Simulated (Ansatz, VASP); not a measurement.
**Mg in VASP and in Ansatz**

Contents of INCAR:

```
SYSTEM = Mg
ALGO = Fast
EDIFF = 1E-6
ENCUT = 520
GGA = PS
ISIF = 2
ISMEAR = 0
LASPH = .True.
LCHARG = .False.
LREAL = .False.
LWAVE = .False.
NBANDS = 9
NELM = 100
PREC = Accurate
SIGMA = 0.15
```

KPOINTS

```
k-points
0
Gamma
  18 18 10
  0 0 0
```

The input POSCAR:

```
Mg
1.0
    3.2092715325      0.0000000000      0.0000000000
   -1.6046357662      2.7793106748      0.0000000000
    0.0000000000      0.0000000000      5.2103300000
Mg
2
Direct
    0.2227463023      0.5857113413      0.2500000000
    0.6666666667      0.3333333333      0.7500000000
```

Input for Ansatz:

```yaml
crystal:
  lattice:
    - [3.2092715325, 0.0, 0.0]
    - [-1.6046357662, 2.7793106748, 0.0]
    - [0.0, 0.0, 5.21033]
  atoms:
    - { symbol: Mg, position: [0.2227463023, 0.5857113413, 0.25] }
    - { symbol: Mg, position: [0.6666666667, 0.3333333333, 0.75] }
basis:
  ecutwfc: 420
kpoints:
  mp_grid: { grid: [18, 18, 10] }
hamiltonian:
  xc: pbesol
scf:
  occupations: { method: gaussian, width: 0.15 }
output:
  forces: true
  stress: true
  eigenvalues: true
```

Alike in both runs: task single point; functional PBEsol; k mesh 18 × 18 × 10; occupations gaussian, width 0.15 eV; no spin polarisation.

|  | VASP | Ansatz |
| --- | --- | --- |
| version | VASP 6.6.1 | Ansatz 0.2.0 |
| potentials or method | VASP PAW PBE potentials, release 64 (Mg), cutoff 520 eV | scalar-relativistic, plane waves, PAW |
| valence electrons in the cell | 4 | 20 |

```csv
,VASP,Ansatz,Ansatz less VASP
gap on the k mesh at the Fermi level (eV),none,none,-
pressure (GPa),-0.9,-0.9,+0.05
"traceless stress, the component that is largest in VASP (GPa)",-0.79,-0.78,+0.004
rms of the force components (eV/Å),0.147,0.146,-0.0009
```

VASP's potentials were made for PBE, not for PBEsol. Atom by atom the forces differ by 0.001 eV/Å (rms over components). A gap of «none» marks a metal or a gap that the smearing closes. The functional is the same, so the differences come from potentials, cutoffs and numerics. VASP's potentials hold 4 valence electrons a cell and Ansatz's 20, so a difference there can come from the potentials and not from the codes.
